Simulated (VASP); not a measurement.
Input of a VASP 6.6.1 run:

INCAR

```
SYSTEM = ZnCu2SnS4
PREC     = Accurate       ! precision mode
ENCUT    = 600            ! plane-wave cutoff, eV
EDIFF    = 1E-6           ! SCF threshold, eV
ISMEAR   = 0              ! smearing method
SIGMA    = 0.05           ! smearing width, eV
LREAL    = .False.        ! projectors in reciprocal space
LASPH    = .True.         ! aspherical terms in the spheres
NELM     = 120            ! most SCF steps
ALGO     = Normal         ! electronic algorithm
ISIF     = 2              ! what is computed and relaxed
LWAVE    = .False.        ! write WAVECAR
LCHARG   = .False.        ! write CHGCAR
GGA      = CA             ! functional
NBANDS   = 46             ! bands
GGA_COMPAT= .False.
```

Contents of KPOINTS:

```
regular mesh
0
Gamma
  6 6 6
  0 0 0
```

POSCAR

```
ZnCu2SnS4
1.0
   -2.7171000000      2.7171000000      5.4248000000
    2.7171000000     -2.7171000000      5.4248000000
    2.7171000000      2.7171000000     -5.4248000000
Zn Cu Sn S
1 2 1 4
Direct
    0.2500000000      0.7500000000      0.5000000000
    0.0000000000      0.0000000000      0.0000000000
    0.7500000000      0.2500000000      0.5000000000
    0.5000000000      0.5000000000      0.0000000000
    0.3705924681      0.8983980301      1.0092637925
    0.1016019699      0.1108657625      0.4721944381
    0.8891342375      0.3613286756     -0.0092637925
    0.6386713244      0.6294075319      0.5278055619
```

Potentials or basis: VASP PAW LDA potentials, release 64 (Zn, Cu, Sn_d, S).

Launch:

```bash
$ cat potpaw_LDA.64/Zn/POTCAR potpaw_LDA.64/Cu/POTCAR potpaw_LDA.64/Sn_d/POTCAR potpaw_LDA.64/S/POTCAR > POTCAR
$ mpirun -np 1 vasp_std > vasp.out
```

Estimate the pressure.

-4.6 GPa.

Estimate the largest force.

0.040 eV/Å.

Stress tensor (GPa, compression positive):
```
-4.64  0.00  0.00
 0.00 -4.64  0.00
 0.00  0.00 -4.55
```

Caveat: the cell stands under tension.
